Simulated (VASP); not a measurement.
Here is a VASP 6.6.1 calculation.

Contents of INCAR:

```
SYSTEM = K
PREC = Accurate ; ENCUT = 520
EDIFF = 1E-6 ; ISMEAR = -1
SIGMA = 0.05 ; LREAL = .FALSE.
LASPH = .TRUE. ; NELM = 60
ALGO = Normal ; ISIF = 2
LWAVE = .FALSE. ; LCHARG = .FALSE.
NBANDS = 10
```

File KPOINTS:

```
regular mesh
0
G
  7 7 7
  0 0 0
```

POSCAR

```
K
1.0
   -2.6611005540      2.6611005540      2.6611005540
    2.6611005540     -2.6611005540      2.6611005540
    2.6611005540      2.6611005540     -2.6611005540
K
1
Direct
    0.0000000000      0.0000000000      0.0000000000
```

Potentials or basis: VASP PAW LDA potentials, release 64 (K_sv).

The run is started by

```console
$ cat potpaw_LDA.64/K_sv/POTCAR > POTCAR
$ mpirun -np 1 vasp_std > vasp.out
```

Task: What does it give for the pressure?

Result: -0.5 GPa.
